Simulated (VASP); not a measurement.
Co: single point with LDA

Crystal: Co.

```
Co
1.0
     3.74992    0.00000    0.00000
    -1.87496    3.24752    0.00000
     0.00000    0.00000    2.31156
Co
3
Direct
  0.00000 0.00000 0.00000
  0.33333 0.66667 0.50000
  0.66667 0.33333 0.50000
```

This isn't the form of Co at room conditions, which is hcp.

```
Program                : VASP 6.6.1
Task                   : single point
Functional             : LDA
Potentials or basis    : VASP PAW LDA potentials, release 64 (Co_sv)
Cutoff                 : 690 eV
k mesh                 : 11 × 11 × 15
Occupations            : fermi-dirac, width 0.05 eV
Spin                   : collinear spin, ferromagnetic start
Starting moments       : [1.577, 1.603, 1.603] μB
Dipole correction      : no
Further INCAR settings : ALGO = Normal; EDIFF = 1e-06; NBANDS = 36
```

```json
{"Pressure": "23.5 GPa", "Net moment": "4.23 μB per cell", "Site moments": "Co +1.47, +1.40 (each value once) μB", "Valence electrons inside the program's atomic spheres": "Co 15.17, 15.24 (each value once)"}
```

Stress tensor (GPa, compression positive):
```
25.01  0.00  0.00
 0.00 25.01  0.00
 0.00  0.00 20.58
```

Levels at points of the mesh, in eV from the Fermi level:
Spin up:
```tsv
k point	band 26	band 27	band 28	band 29	band 30	band 31
(0.00, 0.00, 0.00)	-1.83	-0.25	-0.25	7.43	7.43	7.43
```
Spin down:
| k point | band 22 | band 23 | band 24 | band 25 | band 26 | band 27 |
| --- | --- | --- | --- | --- | --- | --- |
| (0.00, 0.00, 0.00) | -1.12 | -0.50 | -0.50 | -0.41 | -0.41 | 1.35 |

Wall time 4.3 min on 1 thread of Intel(R) Xeon(R) Platinum 8488C (Sapphire Rapids), with other jobs on the host, peak memory 0.33 GiB.

Caveat: the cell stands under pressure.
